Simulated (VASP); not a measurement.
# RbMgSbO3 (R3m) in VASP: single point with PBE

Aim: the single point of RbMgSbO3 with PBE.

All numbers are computed with VASP 6.6.1; they aren't measurements. Logs are shortened: lines on timing, memory, paths and dates and some standing lists are left out, and cuts for length are marked.

### Step 1. The cell of the first run

It takes space group R3m (No. 160, trigonal). Conventional cell: a = 6.328 Å, b = 6.328 Å, c = 11.384 Å, α = 90.00°, β = 90.00°, γ = 120.00°. Within 2.6 Å of Sb (site symmetry 3m) lie 3 O at 1.96 Å. Rb (site symmetry 3m) has 9 O at 3.26 to 3.33 Å and 4 Sb at 3.65 to 3.70 Å and 3 Mg at 3.79 Å within 4.3 Å. Mg (site symmetry 3m) has 3 O at 1.93 Å within 2.6 Å. O (site symmetry m) has 1 Mg at 1.93 Å and 1 Sb at 1.96 Å within 2.6 Å.

### Step 2. Single point, PBE

Input file INCAR:

```
  PREC = Accurate
  ENCUT = 840
  EDIFF = 1E-6
  ISMEAR = -1
  SIGMA = 0.05
  LREAL = F
  LASPH = T
  NELM = 120
  ALGO = Normal
  ISIF = 2
  LWAVE = F
  LCHARG = F
  GGA = PE
  NBANDS = 35
  GGA_COMPAT = F
```

Input file KPOINTS:

```
Automatic mesh
0
Gamma
  6 6 6
```

Input file POSCAR:

```
RbMgSbO3
1.0
    3.1638236813      1.8266344541      3.7945591935
   -3.1638236813      1.8266344541      3.7945591935
    0.0000000000     -3.6532689081      3.7945591935
Sb Rb Mg O
1 1 1 3
Direct
    0.5701276200      0.5701276200      0.5701276200
    0.8952780900      0.8952780900      0.8952780900
    0.3185392300      0.3185392300      0.3185392300
    0.4946454750      0.9672602300      0.4946454750
    0.9672602300      0.4946454750      0.4946454750
    0.4946454750      0.4946454750      0.9672602300
```

Potentials or basis: VASP PAW PBE potentials, release 64 (Sb_d_GW, Rb_sv, Mg_sv, O).

Run with:

```sh
$ cat potpaw_PBE.64/Sb_d_GW/POTCAR potpaw_PBE.64/Rb_sv/POTCAR potpaw_PBE.64/Mg_sv/POTCAR potpaw_PBE.64/O/POTCAR > POTCAR
$ mpirun -np 1 vasp_std > vasp.out
```

OUTCAR:

```text
PREC = Accurate
   ENCUT = 840
   EDIFF = 1E-6
   ISMEAR = -1
   LREAL = F
   LASPH = T
   NELM = 120
   ISIF = 2
   GGA = PE

 ion  position               nearest neighbor table
   1  0.570  0.570  0.570-   6 1.96   5 1.96   4 1.96   2 3.65   2 3.65   2 3.65   2 3.70
   2  0.895  0.895  0.895-   4 3.26   5 3.26   6 3.26   5 3.33   4 3.33   6 3.33   6 3.33   4 3.33
                             5 3.33   1 3.65   1 3.65   1 3.65   1 3.70   3 3.79   3 3.79   3 3.79
   3  0.319  0.319  0.319-   6 1.93   5 1.93   4 1.93   2 3.79   2 3.79   2 3.79
   4  0.495  0.967  0.495-   3 1.93   1 1.96   2 3.26   2 3.33   2 3.33
   5  0.967  0.495  0.495-   3 1.93   1 1.96   2 3.26   2 3.33   2 3.33
   6  0.495  0.495  0.967-   3 1.93   1 1.96   2 3.26   2 3.33   2 3.33

  LATTYP: Found a trigonal (rhomboedric) cell.
 ALAT       =     5.2673573249
 COS(alpha) =     0.2784457670

  Lattice vectors:

 A1 = (   3.1638236813,   1.8266344541,   3.7945591935)
 A2 = (  -3.1638236813,   1.8266344541,   3.7945591935)
 A3 = (   0.0000000000,  -3.6532689081,   3.7945591935)

Analysis of symmetry for initial positions (statically):
=====================================================================
 Subroutine PRICEL returns:
 Original cell was already a primitive cell.

 Routine SETGRP: Setting up the symmetry group for a
 trigonal (rhombohedral) supercell.

 Subroutine GETGRP returns: Found  6 space group operations
 (whereof  6 operations were pure point group operations)
 out of a pool of 12 trial point group operations.

The static configuration has the point symmetry C_3v.

Analysis of symmetry for dynamics (positions and initial velocities):
=====================================================================
 Subroutine PRICEL returns:
 Original cell was already a primitive cell.

 Routine SETGRP: Setting up the symmetry group for a
 trigonal (rhombohedral) supercell.

 Subroutine GETGRP returns: Found  6 space group operations
 (whereof  6 operations were pure point group operations)
 out of a pool of 12 trial point group operations.

The dynamic configuration has the point symmetry C_3v.

 Subroutine INISYM returns: Found  6 space group operations
 (whereof  6 operations are pure point group operations),
 and found     1 'primitive' translations

----------------------------------------------------------------------------------------

                                     Primitive cell

  volume of cell :     131.5759

  direct lattice vectors                    reciprocal lattice vectors
     3.163823681  1.826634454  3.794559194     0.158036620  0.091242485  0.087845074
    -3.163823681  1.826634454  3.794559194    -0.158036620  0.091242485  0.087845074
     0.000000000 -3.653268908  3.794559194     0.000000000 -0.182484970  0.087845074

  length of vectors
     5.267357325  5.267357325  5.267357325     0.202527828  0.202527828  0.202527828

  position of ions in fractional coordinates (direct lattice)
     0.570127620  0.570127620  0.570127620
     0.895278090  0.895278090  0.895278090
     0.318539230  0.318539230  0.318539230
     0.494645475  0.967260230  0.494645475
     0.967260230  0.494645475  0.494645475
     0.494645475  0.494645475  0.967260230

  ion indices of the primitive-cell ions
   primitive index   ion index
                 1           1
                 2           2
                 3           3
                 4           4
                 5           5
                 6           6

----------------------------------------------------------------------------------------

 KPOINTS: Automatic mesh

Automatic generation of k-mesh.
 Grid dimensions read from file:
 generate k-points for:    6    6    6

 Generating k-lattice:

  Cartesian coordinates                     Fractional coordinates (reciprocal lattice)
     0.026339437  0.015207081  0.014640846     0.166666667 -0.000000000 -0.000000000
    -0.026339437  0.015207081  0.014640846    -0.000000000  0.166666667 -0.000000000
     0.000000000 -0.030414162  0.014640846    -0.000000000 -0.000000000  0.166666667

  Length of vectors
     0.033754638  0.033754638  0.033754638

  Shift w.r.t. Gamma in fractional coordinates (k-lattice)
     0.000000000  0.000000000  0.000000000

 Subroutine IBZKPT returns following result:
 ===========================================

 Found     32 irreducible k-points:

 Following reciprocal coordinates:
            Coordinates               Weight
  0.000000  0.000000  0.000000      1.000000
  0.166667  0.000000  0.000000      6.000000
  0.333333 -0.000000 -0.000000      6.000000
  0.500000  0.000000 -0.000000      3.000000
  0.166667  0.166667  0.000000      6.000000
  0.333333  0.166667 -0.000000     12.000000
[... 16 lines left out ...]
  0.500000  0.500000  0.166667      6.000000
 -0.333333  0.500000  0.166667     12.000000
 [... further k-points ...]
   k-points           NKPTS =     32   k-points in BZ     NKDIM =     32   number of bands    NBANDS=     35
   number of dos      NEDOS =    301   number of ions     NIONS =      6
   total plane-waves  NPLWV = 125000
   dimension x,y,z NGX =    50 NGY =   50 NGZ =   50
   dimension x,y,z NGXF=   100 NGYF=  100 NGZF=  100
   ions per type =               1   1   1   3
   NGX,Y,Z   is equivalent  to a cutoff of  15.78, 15.78, 15.78 a.u.
   NGXF,Y,Z  is equivalent  to a cutoff of  31.56, 31.56, 31.56 a.u.
 SYSTEM =  unknown system
   PREC   = accura    normal or accurate (medium, high low for compatibility)
   ISTART =      0    job   : 0-new  1-cont  2-samecut
   ICHARG =      2    charge: 1-file 2-atom 10-const
   ISPIN  =      1    spin polarized calculation?
   LNONCOLLINEAR =      F non collinear calculations
   LSORBIT =      F    spin-orbit coupling
   LASPH  =      T    aspherical Exc in radial PAW
   ENCUT  =  840.0 eV  61.74 Ry    7.86 a.u.  12.45 12.45 12.45*2*pi/ulx,y,z
   NELM   =    120;   NELMIN=  2; NELMDL= -5     # of ELM steps
   EDIFF  = 0.1E-05   stopping-criterion for ELM
   LREAL  =      F    real-space projection
   EDIFFG = 0.1E-04   stopping-criterion for IOM
   NSW    =      0    number of steps for IOM
   IBRION =     -1    ionic relax: 0-MD 1-quasi-New 2-CG
   NFREE  =      0    steps in history (QN), initial steepest desc. (CG)
   ISIF   =      2    stress and relaxation
   ISYM   =      2    0-nonsym 1-usesym 2-fastsym
   POTIM  = 0.5000    time-step for ionic-motion
   TEBEG  =    0.0;   TEEND  =   0.0 temperature during run
   PSTRESS=    0.0 pullay stress
   NELECT =      52.0000    total number of electrons
   NUPDOWN=      -1.0000    fix difference up-down
   EMIN   =  10.00;   EMAX   =-10.00  energy-range for DOS
   EFERMI =   0.00;   METHOD = LEGACY
   ISMEAR =    -1;   SIGMA  =   0.05  broadening in eV -4-tet -1-fermi 0-gaus
   EFERMI_NEDOS =   21; number of points for ismear=-14 and -15
   IALGO  =     38    algorithm
   IMIX   =      4    mixing-type and parameters
     AMIX     =   0.40;   BMIX     =  1.00
     AMIX_MAG =   1.60;   BMIX_MAG =  1.00
  volume/ion in A,a.u.               =      21.93       147.99
  Fermi-wavevector in a.u.,A,eV,Ry     =   1.201389  2.270297 19.637784  1.443336
  Thomas-Fermi vector in A             =   2.337199
   LORBIT       =      0    0 simple, 1 ext, 2 COOP (PROOUT), +10 PAW based schemes
   GGA     = PE    functional components
   LHFCALC =     F    Hartree Fock is set to
   AEXX    =    0.0000 exact exchange contribution
   IVDW    =     0    specifies the selected vdW correction
   LEPSILON=     F    determine dielectric tensor
   LRPA    =     F    only Hartree local field effects (RPA)
 non-spin polarized calculation
  energy-cutoff  :      840.00
  volume of cell :      131.58
 maximum number of plane-waves:      7293
 NGX is ok and might be reduce to    50
   NGX = 25   NGY = 25   NGZ = 25

 number of electron      51.9999994 magnetization

 Free energy of the ion-electron system (eV)
  ---------------------------------------------------
  ext. energy  EPLUGINS =         0.00000000
  ---------------------------------------------------
  free energy    TOTEN  =       -31.82391390 eV

  energy without entropy =      -31.82391390  energy(sigma->0) =      -31.82391390

 E-fermi :   2.1476     XC(G=0):  -8.1325

 val. band max:        1.0186908298   @ k =   0.5000   0.5000   0.5000
 cond. band min:       3.8633984180   @ k =   0.0000   0.0000   0.0000
 fundamental gap:      2.8447075882
 Fermi energy:         2.1475719346

 k-point     1 :       0.0000    0.0000    0.0000
  band No.  band energies     occupation
      1     -73.0708      2.00000
      2     -39.9382      2.00000
      3     -39.7870      2.00000
      4     -39.7870      2.00000
      5     -27.7150      2.00000
      6     -27.7150      2.00000
[... 27 lines left out ...]
     34       8.7543      0.00000
     35       8.7560      0.00000

 k-point     2 :       0.1667    0.0000    0.0000
  band No.  band energies     occupation
      1     -73.0708      2.00000
      2     -39.9382      2.00000
      3     -39.7870      2.00000
      4     -39.7870      2.00000
      5     -27.7150      2.00000
      6     -27.7148      2.00000
[... 27 lines left out ...]
     34       9.0102      0.00000
     35       9.1326      0.00000

 k-point     3 :       0.3333   -0.0000   -0.0000
  band No.  band energies     occupation
      1     -73.0708      2.00000
      2     -39.9382      2.00000
      3     -39.7870      2.00000
      4     -39.7870      2.00000
      5     -27.7150      2.00000
      6     -27.7145      2.00000
[... 27 lines left out ...]
     34       9.0414      0.00000
     35       9.1484      0.00000
[... 723 lines left out ...]
 k-point    23 :       0.5000    0.5000    0.1667
  band No.  band energies     occupation
      1     -73.0708      2.00000
      2     -39.9382      2.00000
      3     -39.7870      2.00000
      4     -39.7870      2.00000
      5     -27.7145      2.00000
      6     -27.7137      2.00000
[... 27 lines left out ...]
     34       8.6697      0.00000
     35       9.3817      0.00000

 k-point    24 :      -0.3333    0.5000    0.1667
  band No.  band energies     occupation
      1     -73.0708      2.00000
      2     -39.9382      2.00000
      3     -39.7870      2.00000
      4     -39.7870      2.00000
      5     -27.7145      2.00000
      6     -27.7139      2.00000
[... 27 lines left out ...]
     34       8.6875      0.00000
     35       9.1571      0.00000

 [... further k-points ...]

------------------------ aborting loop because EDIFF is reached ----------------------------------------

  FORCE on cell =-STRESS in cart. coord.  units (eV):
  Direction    XX          YY          ZZ          XY          YZ          ZX
  --------------------------------------------------------------------------------------
  -------------------------------------------------------------------------------------
  Total       -1.0627905     -1.0627905      1.1600508      0.0000000      0.0000000      0.0000000
  in kB      -12.9414145    -12.9414145     14.1257360      0.0000000      0.0000000      0.0000000
  external PRESSURE =      -3.9190310 kB  Pullay stress =       0.0000000 kB

 VOLUME and BASIS-vectors are now :
 -----------------------------------------------------------------------------
  energy-cutoff  :      840.00
  volume of cell :      131.58
      direct lattice vectors                 reciprocal lattice vectors
     3.163823681  1.826634454  3.794559194     0.158036620  0.091242485  0.087845074
    -3.163823681  1.826634454  3.794559194    -0.158036620  0.091242485  0.087845074
     0.000000000 -3.653268908  3.794559194     0.000000000 -0.182484970  0.087845074

 POSITION                                       TOTAL-FORCE (eV/Angst)
 -----------------------------------------------------------------------------------
      0.00000      0.00000      6.49015         0.000000      0.000000      0.396445
      0.00000      0.00000     10.19156         0.000000     -0.000000     -0.011655
      0.00000      0.00000      3.62615         0.000000      0.000000      0.040785
     -1.49527      0.86329      7.42425         0.102304     -0.059066     -0.141859
      1.49527      0.86329      7.42425        -0.102304     -0.059066     -0.141859
      0.00000     -1.72659      7.42425         0.000000      0.118131     -0.141859
 -----------------------------------------------------------------------------------
    total drift:                               -0.000000      0.000000      0.000415

  FREE ENERGIE OF THE ION-ELECTRON SYSTEM (eV)
  ---------------------------------------------------
  free  energy   TOTEN  =       -31.8239139033 eV

  energy  without entropy=      -31.8239139033  energy(sigma->0) =      -31.82391390
```

Wall time 6.8 min (1 thread of Intel Xeon Platinum 8259CL at 2.50GHz (Skylake/Cascade Lake), shared host); peak memory 0.59 GiB.

What came out:

* Free energy: -31.8239 eV
* Pressure: -0.4 GPa
* Largest force: 0.396 eV/Å
* Band gap on the k mesh: 2.84 eV (least direct gap 2.86 eV)

Forces in eV/Å, atoms in the order of the input:
```
Sb   0.000  0.000  0.396
Rb   0.000  0.000 -0.012
Mg   0.000  0.000  0.041
O    0.102 -0.059 -0.142
O   -0.102 -0.059 -0.142
O    0.000  0.118 -0.142
```

Caveat: spin-orbit coupling is left out, which moves the levels of the heavy elements. A k mesh can miss the band edges.
